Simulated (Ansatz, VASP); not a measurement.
# One calculation of KTaO3, two programs

Contents of INCAR:

```
  PREC = Accurate
  ENCUT = 520
  EDIFF = 1E-6
  ISMEAR = -1
  SIGMA = 0.02
  LREAL = F
  LASPH = T
  NELM = 100
  ALGO = Normal
  ISIF = 2
  LWAVE = F
  LCHARG = T
  GGA = PE
  LELF = T
  LVHAR = T
  NBANDS = 27
```

KPOINTS

```
regular mesh
0
Gamma
  6 6 6
```

The input POSCAR:

```
KTaO3
1.0
    3.9302791365      0.0000000000      0.0000000000
    0.0000000000      3.9302791365      0.0000000000
    0.0000000000      0.0000000000      4.0125798468
K Ta O
1 1 3
Direct
    0.0000000000      0.0000000000      0.0000000000
    0.5000000000      0.5000000000      0.5000000000
    0.5000000000      0.5000000000      0.0000000000
    0.5000000000      0.0000000000      0.5000000000
    0.0000000000      0.5000000000      0.5000000000
```

Input for Ansatz:

```yaml
crystal:
  lattice:
    - [3.9302791365, 0.0, 0.0]
    - [0.0, 3.9302791365, 0.0]
    - [0.0, 0.0, 4.0125798468]
  atoms:
    - { symbol: K, position: [0.0, 0.0, 0.0] }
    - { symbol: Ta, position: [0.5, 0.5, 0.5] }
    - { symbol: O, position: [0.5, 0.5, 0.0] }
    - { symbol: O, position: [0.5, 0.0, 0.5] }
    - { symbol: O, position: [0.0, 0.5, 0.5] }
kpoints:
  mp_grid: { grid: [6, 6, 6] }
  band_path:
    path: [[0.0, 0.0, 0.0], [0.0, 0.5, 0.0], [0.5, 0.5, 0.0], [0.5, 0.5, 0.5]]
    npoints: 1
hamiltonian:
  xc: pbe
scf:
  occupations: { method: fermi_dirac, width: 0.02 }
  n_extra_bands: 5
output:
  forces: true
  stress: true
  eigenvalues: true
```

Change from the starting cell: epitaxial_xy strain -1.5%.

Alike in both runs: task single point; functional PBE; k mesh 6 × 6 × 6; occupations fermi-dirac, width 0.02 eV; no spin polarisation.

|  | VASP | Ansatz |
| --- | --- | --- |
| version | VASP 6.6.1 | Ansatz 0.2.0 |
| potentials or method | VASP PAW PBE potentials, release 64 (K_sv, Ta_pv, O) | plane waves, PAW |
| plane-wave cutoff (eV) | 520 | 420 |
| valence electrons in the cell | 38 | 40 |

```tsv
	VASP	Ansatz	Ansatz less VASP
gap on the k mesh at the Fermi level (eV)	2.20	2.25	+0.049
pressure (GPa)	11.5	10.8	-0.77
traceless stress, the component that is largest in VASP (GPa)	-5.70	-5.60	+0.097
```

With one functional, cell and mesh, what is left measures potentials, basis and numerics. VASP's potentials hold 38 valence electrons a cell and Ansatz's 40, so a difference there can come from the potentials and not from the codes.

Spin-orbit coupling is off throughout.
